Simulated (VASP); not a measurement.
Wanted: the native input for a VASP 6.6.1 run.

```yaml
Task: single point
Functional: r2SCAN50
Potentials_or_basis: VASP PAW PBE potentials, release 64 (Br)
Cutoff: 520 eV
k_mesh: 5 × 5 × 2
Occupations: fermi-dirac, width 0.1 eV
Spin: no spin polarisation
Dipole_correction: no
Grid_for_exact_exchange_PRECFOCK: Normal
Further_INCAR_settings: ALGO = Normal; EDIFF = 1e-06; NBANDS = 22
Share_of_exact_exchange: 0.5
```

The system is Br.

```
Br
1.0
     3.55615   -2.12746    0.00000
     3.55615    2.12746    0.00000
     0.00000    0.00000    8.76998
Br
4
Direct
  0.86082 0.13918 0.11578
  0.63918 0.36082 0.61578
  0.13918 0.86082 0.88422
  0.36082 0.63918 0.38422
```

The input as run:

POSCAR

```
Br
1.0
    3.5561452733     -2.1274589400      0.0000000000
    3.5561452733      2.1274589400      0.0000000000
    0.0000000000      0.0000000000      8.7699812632
Br
4
Direct
    0.8608174906      0.1391825094      0.1157818217
    0.6391825094      0.3608174906      0.6157818217
    0.1391825094      0.8608174906      0.8842181783
    0.3608174906      0.6391825094      0.3842181783
```

INCAR.step1

```
ALGO     = Normal         # electronic algorithm
EDIFF    = 1E-5           # SCF threshold, eV
ENCUT    = 520            # plane-wave cutoff, eV
GGA      = PE             # functional
ISIF     = 2              # what is computed and relaxed
ISMEAR   = -1             # smearing method
KPAR     = 2            
LASPH    = T              # aspherical terms in the spheres
LCHARG   = F              # write CHGCAR
LREAL    = F              # projectors in reciprocal space
LWAVE    = T              # write WAVECAR
NBANDS   = 22             # bands
NELM     = 60             # most SCF steps
PREC     = Accurate       # precision mode
SIGMA    = 0.1            # smearing width, eV
```

INCAR.step2

```
AEXX     = 0.5            # exact-exchange fraction
ALGO     = Normal         # electronic algorithm
EDIFF    = 1E-6           # SCF threshold, eV
ENCUT    = 520            # plane-wave cutoff, eV
ISIF     = 2              # what is computed and relaxed
ISMEAR   = -1             # smearing method
ISTART   = 1            
KPAR     = 2            
LASPH    = T              # aspherical terms in the spheres
LCHARG   = F              # write CHGCAR
LHFCALC  = T              # exact exchange
LMIXTAU  = T            
LREAL    = F              # projectors in reciprocal space
LWAVE    = F              # write WAVECAR
METAGGA  = R2SCAN         # meta-GGA
NBANDS   = 22             # bands
NELM     = 60             # most SCF steps
PREC     = Accurate       # precision mode
PRECFOCK = Normal       
SIGMA    = 0.1            # smearing width, eV
```

KPOINTS

```
k-points
0
Gamma
  5 5 2
```

Potentials or basis: VASP PAW PBE potentials, release 64 (Br).

Launch:

```bash
$ cat potpaw_PBE.64/Br/POTCAR > POTCAR
$ cp INCAR.step1 INCAR
$ mpirun -np 2 vasp_std > vasp.out
$ cp INCAR.step2 INCAR
$ mpirun -np 2 vasp_std > vasp.out
```

It gave:

The pressure is -1.7 GPa, the largest force is 1.238 eV/Å and the band gap on the k mesh is 5.45 eV.

Caveat: the PAW data sets were made with another functional, which shifts forces and pressure a little.

Wall time 37 min on 2 MPI ranks on Intel(R) Xeon(R) Platinum 8259CL CPU @ 2.50GHz (Skylake/Cascade Lake), on a shared host, peak memory 0.32 GiB a rank.
